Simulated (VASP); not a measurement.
# As (R-3m) in VASP: a series of runs, part 2 of 2

VASP 6.6.1. Earlier steps stand in the parts before.

**5. Relaxation of shape and atoms at fixed volume, PBE+D3(BJ) (volume scaled by 0.97)**

Input file INCAR:

```
PREC = Accurate
ENCUT = 600
EDIFF = 1E-7
ISMEAR = 0
SIGMA = 0.1
LREAL = False
LASPH = True
NELM = 80
ALGO = Normal
ISIF = 4
LWAVE = False
LCHARG = False
GGA = PE
IVDW = 12
IBRION = 2
NSW = 50
EDIFFG = -0.01
```

Input file KPOINTS:

```
Automatic mesh
0
Gamma
  12 12 12
```

Input file POSCAR:

```
As
1.0
    1.8728992934      1.0813189112      3.3324545822
   -1.8728992934      1.0813189112      3.3324545822
    0.0000000000     -2.1626378225      3.3324545822
As
2
Direct
    0.7696809754      0.7696809754      0.7696809754
    0.2303190246      0.2303190246      0.2303190246
```

Potentials or basis: VASP PAW PBE potentials, release 64 (As).

Run with:

```sh
$ cat potpaw_PBE.64/As/POTCAR > POTCAR
$ mpirun -np 1 vasp_std > vasp.out
```

OUTCAR:

```text
PREC = Accurate
   ENCUT = 600
   EDIFF = 1E-7
   ISMEAR = 0
   LREAL = False
   LASPH = True
   NELM = 80
   ISIF = 4
   GGA = PE
   IVDW = 12
   IBRION = 2
   NSW = 50
   EDIFFG = -0.01
 IVDW          = 12

 ion  position               nearest neighbor table
   1  0.770  0.770  0.770-   2 2.51   2 2.51   2 2.51
   2  0.230  0.230  0.230-   1 2.51   1 2.51   1 2.51

  LATTYP: Found a trigonal (rhomboedric) cell.
 ALAT       =     3.9726887486
 COS(alpha) =     0.5554815754

  Lattice vectors:

 A1 = (   1.8728992934,   1.0813189112,   3.3324545822)
 A2 = (  -1.8728992934,   1.0813189112,   3.3324545822)
 A3 = (   0.0000000000,  -2.1626378225,   3.3324545822)

Analysis of symmetry for initial positions (statically):
=====================================================================
 Subroutine PRICEL returns:
 Original cell was already a primitive cell.

 Routine SETGRP: Setting up the symmetry group for a
 trigonal (rhombohedral) supercell.

 Subroutine GETGRP returns: Found 12 space group operations
 (whereof 12 operations were pure point group operations)
 out of a pool of 12 trial point group operations.

The static configuration has the point symmetry D_3d.

Analysis of symmetry for dynamics (positions and initial velocities):
[... 151 lines left out ...]

 number of electron      10.0000000 magnetization

 Free energy of the ion-electron system (eV)
  ---------------------------------------------------
  ext. energy  EPLUGINS =         0.00000000
  ---------------------------------------------------
  free energy    TOTEN  =        -9.27114748 eV

  energy without entropy =       -9.27077168  energy(sigma->0) =       -9.27095958

------------------------ aborting loop because EDIFF is reached ----------------------------------------

 Edisp (eV)   -0.89434

 E8    (eV) :    -0.3787
[... 151 lines left out ...]
--------------------------------------- Ionic step        5  -------------------------------------------

 number of electron      10.0000000 magnetization

 Free energy of the ion-electron system (eV)
  ---------------------------------------------------
  ext. energy  EPLUGINS =         0.00000000
  ---------------------------------------------------
  free energy    TOTEN  =        -9.27643156 eV

  energy without entropy =       -9.27602651  energy(sigma->0) =       -9.27622904

 E-fermi :   6.1216     XC(G=0): -10.2776

 val. band max:        5.9754420727   @ k =   0.4167   0.3333   0.3333
 cond. band min:       6.1606461071   @ k =   0.4167   0.0833   0.0833
 fundamental gap:      0.1852040344
 Fermi energy:         6.1215605836

 k-point     1 :       0.0000    0.0000    0.0000
  band No.  band energies     occupation
      1      -9.2636      2.00000
      2       0.7159      2.00000
      3       3.6991      2.00000
      4       3.9401      2.00000
      5       3.9401      2.00000
      6       8.4384      0.00000
      7       9.3586      0.00000
      8       9.3586      0.00000
      9      12.4099      0.00000
[... 265 lines left out ...]
 k-point    24 :      -0.4167    0.1667    0.0000
  band No.  band energies     occupation
      1      -6.1030      2.00000
      2      -5.1719      2.00000
      3       1.4513      2.00000
      4       3.3042      2.00000
      5       4.0232      2.00000
      6       7.2267      0.00000
      7       7.6664      0.00000
      8       9.7847      0.00000
      9      14.2833      0.00000

 [... further k-points ...]

------------------------ aborting loop because EDIFF is reached ----------------------------------------

 Edisp (eV)   -0.89437

 E8    (eV) :    -0.3788
[... 25 lines left out ...]
  FREE ENERGIE OF THE ION-ELECTRON SYSTEM (eV)
  ---------------------------------------------------
  free  energy   TOTEN  =       -10.1708028830 eV

  energy  without entropy=      -10.1703978310  energy(sigma->0) =      -10.17060036

 reached required accuracy - stopping structural energy minimisation
```

OSZICAR:

```text
N       E                     dE             d eps       ncg     rms          rms(c)
DAV:   1     0.337790306068E+02    0.33779E+02   -0.47783E+03  3410   0.105E+03
DAV:   2    -0.797049377878E+01   -0.41750E+02   -0.40627E+02  5209   0.130E+02
[... 35 lines left out ...]
   4 F= -.10170714E+02 E0= -.10170508E+02  d E =-.547804E-03
       N       E                     dE             d eps       ncg     rms          rms(c)
DAV:   1    -0.927647036668E+01   -0.97750E-04   -0.86851E-03  3473   0.562E-01    0.433E-02
DAV:   2    -0.927644496340E+01    0.25403E-04   -0.25832E-04  3609   0.116E-01    0.237E-02
DAV:   3    -0.927643129655E+01    0.13667E-04   -0.62858E-05  4344   0.494E-02    0.553E-03
DAV:   4    -0.927643159099E+01   -0.29444E-06   -0.44535E-06  3555   0.173E-02    0.257E-03
DAV:   5    -0.927643156478E+01    0.26211E-07   -0.45353E-07  3679   0.490E-03
   5 F= -.10170803E+02 E0= -.10170600E+02  d E =-.636794E-03
```

CONTCAR:

```text
As
   1.00000000000000
     1.8841126840535924    1.0877929653138196    3.2929060814240252
    -1.8841126840535924    1.0877929653138196    3.2929060814240252
     0.0000000000000000   -2.1755859307325527    3.2929060814254232
  As
     2
Direct
     0.7678751094822145    0.7678751094822145    0.7678751094822156
     0.2321248905177855    0.2321248905177855    0.2321248905177845

  0.00000000E+00  0.00000000E+00  0.00000000E+00
  0.00000000E+00  0.00000000E+00  0.00000000E+00
```

Run time: 6.9 min. Hardware: 1 thread of AMD EPYC 7R13, shared host; peak memory 0.22 GiB.

What came out:

* Free energy: -10.1708 eV
* Energy gained by relaxing: 2.7 meV/atom
* Ionic steps: 5
* Pressure after relaxing: 1.8 GPa
* Largest force after relaxing: 0.005 eV/Å
* Band gap on the k mesh: zero (band 5 reaches 6.21 eV, above the bottom of band 6 at 5.82 eV)
* Dispersion energy per atom: -0.447 eV

Forces on the atoms (eV/Å):
```
As   0.000  0.000  0.005
As   0.000  0.000 -0.005
```

Step by step:
| step | energy change (eV) | largest force (eV/Å) | pressure (GPa) | volume (Å³) |
| --- | --- | --- | --- | --- |
| 1 | 0.0000 | 0.2387 | 2.94 | 40.49 |
| 2 | -0.0041 | 0.0617 | 2.30 | 40.49 |
| 3 | -0.0047 | 0.0351 | 1.95 | 40.49 |
| 4 | -0.0052 | 0.0164 | 1.87 | 40.49 |
| 5 | -0.0053 | 0.0052 | 1.82 | 40.49 |

Final structure:
```yaml
crystal:
  lattice:
    - [1.88411, 1.08779, 3.29291]
    - [-1.88411, 1.08779, 3.29291]
    - [0.00000, -2.17559, 3.29291]
  atoms:
    - { symbol: As, position: [0.76788, 0.76788, 0.76788] }
    - { symbol: As, position: [0.23212, 0.23212, 0.23212] }
```

Levels at points of the mesh, in eV from the Fermi level:
| k point | band 2 | band 3 | band 4 | band 5 | band 6 | band 7 | band 8 | band 9 |
| --- | --- | --- | --- | --- | --- | --- | --- | --- |
| (0.00, 0.00, 0.00) | -5.41 | -2.42 | -2.18 | -2.18 | 2.32 | 3.24 | 3.24 | 6.29 |
| (0.50, 0.00, 0.00) | -11.51 | -2.54 | -2.31 | -0.35 | -0.30 | 0.23 | 0.64 | 9.66 |
| (0.50, 0.50, 0.00) | -9.52 | -6.63 | -4.55 | -4.49 | 1.57 | 5.90 | 6.74 | 8.01 |
| (0.50, 0.50, 0.50) | -10.67 | -1.77 | -1.77 | -0.62 | 0.15 | 0.15 | 1.45 | 8.75 |

Caveat: the cell differs from its parent crystal (volume scaled by 0.97); pairwise dispersion overbinds metals, which lowers pressure and volume.

**6. Relaxation of shape and atoms at fixed volume, PBE+D3(BJ) (volume scaled by 1.03)**

Input file INCAR:

```
SYSTEM = As
PREC = Accurate
ENCUT = 600
EDIFF = 1E-6
ISMEAR = 0
SIGMA = 0.1
LREAL = .False.
LASPH = .True.
NELM = 60
ALGO = Normal
ISIF = 4
LWAVE = .False.
LCHARG = .False.
GGA = PE
IVDW = 12
IBRION = 2
NSW = 50
EDIFFG = -0.01
```

Input file KPOINTS:

```
Automatic mesh
0
Gamma
  12 12 12
  0 0 0
```

Input file POSCAR:

```
As
1.0
    1.9107458395      1.1031696248      3.3997950401
   -1.9107458395      1.1031696248      3.3997950401
    0.0000000000     -2.2063392496      3.3997950401
As
2
Direct
    0.7696809754      0.7696809754      0.7696809754
    0.2303190246      0.2303190246      0.2303190246
```

Potentials or basis: VASP PAW PBE potentials, release 64 (As).

Run with:

```sh
$ cat potpaw_PBE.64/As/POTCAR > POTCAR
$ mpirun -np 1 vasp_std > vasp.out
```

OUTCAR:

```text
SYSTEM = As
   PREC = Accurate
   ENCUT = 600
   EDIFF = 1E-6
   ISMEAR = 0
   LREAL = .False.
   LASPH = .True.
   NELM = 60
   ISIF = 4
   GGA = PE
   IVDW = 12
   IBRION = 2
   NSW = 50
   EDIFFG = -0.01
 IVDW          = 12

 ion  position               nearest neighbor table
   1  0.770  0.770  0.770-   2 2.56   2 2.56   2 2.56
   2  0.230  0.230  0.230-   1 2.56   1 2.56   1 2.56

  LATTYP: Found a trigonal (rhomboedric) cell.
 ALAT       =     4.0529667157
 COS(alpha) =     0.5554815754

  Lattice vectors:

 A1 = (   1.9107458395,   1.1031696248,   3.3997950401)
 A2 = (  -1.9107458395,   1.1031696248,   3.3997950401)
 A3 = (   0.0000000000,  -2.2063392496,   3.3997950401)

Analysis of symmetry for initial positions (statically):
=====================================================================
 Subroutine PRICEL returns:
 Original cell was already a primitive cell.

 Routine SETGRP: Setting up the symmetry group for a
 trigonal (rhombohedral) supercell.

 Subroutine GETGRP returns: Found 12 space group operations
 (whereof 12 operations were pure point group operations)
 out of a pool of 12 trial point group operations.

The static configuration has the point symmetry D_3d.

Analysis of symmetry for dynamics (positions and initial velocities):
=====================================================================
 Subroutine PRICEL returns:
 Original cell was already a primitive cell.

 Routine SETGRP: Setting up the symmetry group for a
 trigonal (rhombohedral) supercell.

 Subroutine GETGRP returns: Found 12 space group operations
 (whereof 12 operations were pure point group operations)
 out of a pool of 12 trial point group operations.

The dynamic configuration has the point symmetry D_3d.

 Subroutine INISYM returns: Found 12 space group operations
 (whereof 12 operations are pure point group operations),
 and found     1 'primitive' translations

----------------------------------------------------------------------------------------

                                     Primitive cell

  volume of cell :      42.9981

  direct lattice vectors                    reciprocal lattice vectors
     1.910745840  1.103169625  3.399795040     0.261677922  0.151079818  0.098045126
    -1.910745840  1.103169625  3.399795040    -0.261677922  0.151079818  0.098045126
     0.000000000 -2.206339250  3.399795040     0.000000000 -0.302159637  0.098045126

  length of vectors
     4.052966716  4.052966716  4.052966716     0.317668527  0.317668527  0.317668527

  position of ions in fractional coordinates (direct lattice)
     0.769680975  0.769680975  0.769680975
     0.230319025  0.230319025  0.230319025

  ion indices of the primitive-cell ions
   primitive index   ion index
                 1           1
                 2           2

----------------------------------------------------------------------------------------

 KPOINTS: Automatic mesh

Automatic generation of k-mesh.
 Grid dimensions read from file:
 generate k-points for:   12   12   12

 Generating k-lattice:

  Cartesian coordinates                     Fractional coordinates (reciprocal lattice)
     0.021806493  0.012589985  0.008170427     0.083333333  0.000000000 -0.000000000
    -0.021806493  0.012589985  0.008170427     0.000000000  0.083333333 -0.000000000
     0.000000000 -0.025179970  0.008170427    -0.000000000 -0.000000000  0.083333333

  Length of vectors
     0.026472377  0.026472377  0.026472377

  Shift w.r.t. Gamma in fractional coordinates (k-lattice)
     0.000000000  0.000000000  0.000000000

 Subroutine IBZKPT returns following result:
 ===========================================

 Found    189 irreducible k-points:

 Following reciprocal coordinates:
            Coordinates               Weight
  0.000000  0.000000  0.000000      1.000000
  0.083333 -0.000000  0.000000      6.000000
  0.166667  0.000000  0.000000      6.000000
  0.250000  0.000000  0.000000      6.000000
  0.333333 -0.000000  0.000000      6.000000
  0.416667  0.000000  0.000000      6.000000
[... 16 lines left out ...]
  0.500000  0.166667  0.000000     12.000000
 -0.416667  0.166667 -0.000000     12.000000
 [... further k-points ...]
   k-points           NKPTS =    189   k-points in BZ     NKDIM =    189   number of bands    NBANDS=      9
   number of dos      NEDOS =    301   number of ions     NIONS =      2
   total plane-waves  NPLWV =  32768
   dimension x,y,z NGX =    32 NGY =   32 NGZ =   32
   dimension x,y,z NGXF=    64 NGYF=   64 NGZF=   64
   ions per type =               2
   NGX,Y,Z   is equivalent  to a cutoff of  13.13, 13.13, 13.13 a.u.
   NGXF,Y,Z  is equivalent  to a cutoff of  26.25, 26.25, 26.25 a.u.
 SYSTEM =  As
   PREC   = accura    normal or accurate (medium, high low for compatibility)
   ISTART =      0    job   : 0-new  1-cont  2-samecut
   ICHARG =      2    charge: 1-file 2-atom 10-const
   ISPIN  =      1    spin polarized calculation?
   LNONCOLLINEAR =      F non collinear calculations
   LSORBIT =      F    spin-orbit coupling
   LASPH  =      T    aspherical Exc in radial PAW
   ENCUT  =  600.0 eV  44.10 Ry    6.64 a.u.   8.09  8.09  8.09*2*pi/ulx,y,z
   NELM   =     60;   NELMIN=  2; NELMDL= -5     # of ELM steps
   EDIFF  = 0.1E-05   stopping-criterion for ELM
   LREAL  =      F    real-space projection
   EDIFFG = -.1E-01   stopping-criterion for IOM
   NSW    =     50    number of steps for IOM
   IBRION =      2    ionic relax: 0-MD 1-quasi-New 2-CG
   NFREE  =      1    steps in history (QN), initial steepest desc. (CG)
   ISIF   =      4    stress and relaxation
   ISYM   =      2    0-nonsym 1-usesym 2-fastsym
   POTIM  = 0.5000    time-step for ionic-motion
   TEBEG  =    0.0;   TEEND  =   0.0 temperature during run
   PSTRESS=    0.0 pullay stress
   NELECT =      10.0000    total number of electrons
   NUPDOWN=      -1.0000    fix difference up-down
   EMIN   =  10.00;   EMAX   =-10.00  energy-range for DOS
   EFERMI =   0.00;   METHOD = LEGACY
   ISMEAR =     0;   SIGMA  =   0.10  broadening in eV -4-tet -1-fermi 0-gaus
   EFERMI_NEDOS =   21; number of points for ismear=-14 and -15
   IALGO  =     38    algorithm
   IMIX   =      4    mixing-type and parameters
     AMIX     =   0.40;   BMIX     =  1.00
     AMIX_MAG =   1.60;   BMIX_MAG =  1.00
  volume/ion in A,a.u.               =      21.50       145.08
  Fermi-wavevector in a.u.,A,eV,Ry     =   1.006758  1.902497 13.790344  1.013562
  Thomas-Fermi vector in A             =   2.139520
   LORBIT       =      0    0 simple, 1 ext, 2 COOP (PROOUT), +10 PAW based schemes
   GGA     = PE    functional components
   LHFCALC =     F    Hartree Fock is set to
   AEXX    =    0.0000 exact exchange contribution
   IVDW    =    12    specifies the selected vdW correction
   LEPSILON=     F    determine dielectric tensor
   LRPA    =     F    only Hartree local field effects (RPA)
 conjugate gradient relaxation of ions
 non-spin polarized calculation
 Gauss-broadening in eV      SIGMA  =   0.10
  energy-cutoff  :      600.00
  volume of cell :       43.00
 maximum number of plane-waves:      1455
   NGX = 17   NGY = 17   NGZ = 17

--------------------------------------- Ionic step        1  -------------------------------------------

 number of electron      10.0000000 magnetization

 Free energy of the ion-electron system (eV)
  ---------------------------------------------------
  ext. energy  EPLUGINS =         0.00000000
  ---------------------------------------------------
  free energy    TOTEN  =        -9.32973191 eV

  energy without entropy =       -9.32912537  energy(sigma->0) =       -9.32942864

------------------------ aborting loop because EDIFF is reached ----------------------------------------

 Edisp (eV)   -0.84128

 E8    (eV) :    -0.3565
[... 31 lines left out ...]
--------------------------------------- Ionic step        2  -------------------------------------------

 number of electron      10.0000000 magnetization

 E-fermi :   5.3895     XC(G=0): -10.0005

 val. band max:        5.2994355233   @ k =   0.4167   0.0833   0.0833
 cond. band min:       5.3907019307   @ k =   0.4167   0.0833   0.0833
 fundamental gap:      0.0912664075
 Fermi energy:         5.3894757780

 k-point     1 :       0.0000    0.0000    0.0000
  band No.  band energies     occupation
      1      -9.4601      2.00000
      2      -0.3045      2.00000
      3       3.1302      2.00000
      4       3.3987      2.00000
      5       3.3987      2.00000
      6       7.4639      0.00000
      7       8.4812      0.00000
      8       8.4812      0.00000
      9      11.9759      0.00000
[... 435 lines left out ...]
--------------------------------------- Ionic step        6  -------------------------------------------

 number of electron      10.0000000 magnetization

 Free energy of the ion-electron system (eV)
  ---------------------------------------------------
  ext. energy  EPLUGINS =         0.00000000
  ---------------------------------------------------
  free energy    TOTEN  =        -9.33173023 eV

  energy without entropy =       -9.33101377  energy(sigma->0) =       -9.33137200

 E-fermi :   5.4135     XC(G=0):  -9.9963

 val. band max:        5.3880248493   @ k =   0.4167   0.0833   0.0833
 cond. band min:       5.4469975622   @ k =   0.3333   0.1667   0.1667
 fundamental gap:      0.0589727129
 Fermi energy:         5.4134912498

 k-point     1 :       0.0000    0.0000    0.0000
  band No.  band energies     occupation
      1      -9.4767      2.00000
      2      -0.3102      2.00000
      3       3.0759      2.00000
      4       3.4254      2.00000
      5       3.4254      2.00000
      6       7.4160      0.00000
      7       8.4676      0.00000
      8       8.4676      0.00000
      9      12.0450      0.00000
[... 309 lines left out ...]
  FREE ENERGIE OF THE ION-ELECTRON SYSTEM (eV)
  ---------------------------------------------------
  free  energy   TOTEN  =       -10.1729015347 eV

  energy  without entropy=      -10.1721850711  energy(sigma->0) =      -10.17254330

 reached required accuracy - stopping structural energy minimisation
```

CONTCAR:

```text
As
   1.00000000000000
     1.9022105232031510    1.0982417576371897    3.4303736001698093
    -1.9022105232031510    1.0982417576371897    3.4303736001698093
     0.0000000000000000   -2.1964835152743794    3.4303736001698093
  As
     2
Direct
     0.7706841515712782    0.7706841515712782    0.7706841515712782
     0.2293158484287217    0.2293158484287217    0.2293158484287217

  0.00000000E+00  0.00000000E+00  0.00000000E+00
  0.00000000E+00  0.00000000E+00  0.00000000E+00
```

It took 6.4 min on 1 thread of AMD EPYC 7R13, shared host; peak memory 0.22 GiB.

What came out:

| Property | Result |
| --- | --- |
| Free energy | -10.1729 eV |
| Energy gained by relaxing | 0.9 meV/atom |
| Ionic steps | 6 |
| Pressure after relaxing | -1.3 GPa |
| Band gap on the k mesh | zero (band 5 reaches 5.45 eV, above the bottom of band 6 at 5.13 eV) |
| Dispersion energy per atom | -0.421 eV |

The path:
```tsv
step	energy change (eV)	largest force (eV/Å)	pressure (GPa)	volume (Å³)
1	0.0000	0.1180	-1.96	43.00
2	-0.0012	0.0419	-1.68	43.00
3	-0.0016	0.0183	-1.45	43.00
4	-0.0016	0.0249	-1.42	43.00
5	-0.0018	0.0098	-1.37	43.00
6	-0.0019	0.0000	-1.33	43.00
```

Final structure:
```
As
1.0
     1.90221    1.09824    3.43037
    -1.90221    1.09824    3.43037
     0.00000   -2.19648    3.43037
As
2
Direct
  0.77068 0.77068 0.77068
  0.22932 0.22932 0.22932
```

Caveat: the cell differs from its parent crystal (volume scaled by 1.03); pairwise dispersion overbinds metals, which lowers pressure and volume.

**7. The runs side by side**

| task | cell | cutoff (eV) | gap on the mesh (eV) | pressure (GPa) |
| --- | --- | --- | --- | --- |
| relaxation of the atoms | atoms relaxed from a = 4.131 Å, angles 54.2°, 2 atoms | 520 | none | -0.5 |
| relaxation of shape and atoms at fixed volume | relaxed from a = 3.848 Å, angles 57.5°, 2 atoms | 600 | none | 6.7 |
| relaxation of shape and atoms at fixed volume | relaxed from a = 3.908 Å, angles 57.0°, 2 atoms | 600 | none | 4.0 |
| relaxation of shape and atoms at fixed volume | relaxed from a = 3.973 Å, angles 56.3°, 2 atoms | 600 | none | 1.8 |
| relaxation of shape and atoms at fixed volume | relaxed from a = 4.053 Å, angles 56.3°, 2 atoms | 600 | none | -1.3 |

Alike in all rows: level PBE+D3(BJ); potentials or basis VASP PAW PBE potentials, release 64 (As); no spin polarisation; k mesh 12 × 12 × 12; smearing gaussian 0.1 eV.

Caveats: pairwise dispersion overbinds metals, which lowers pressure and volume.

Absolute energies hang on the potentials; compare differences alone.
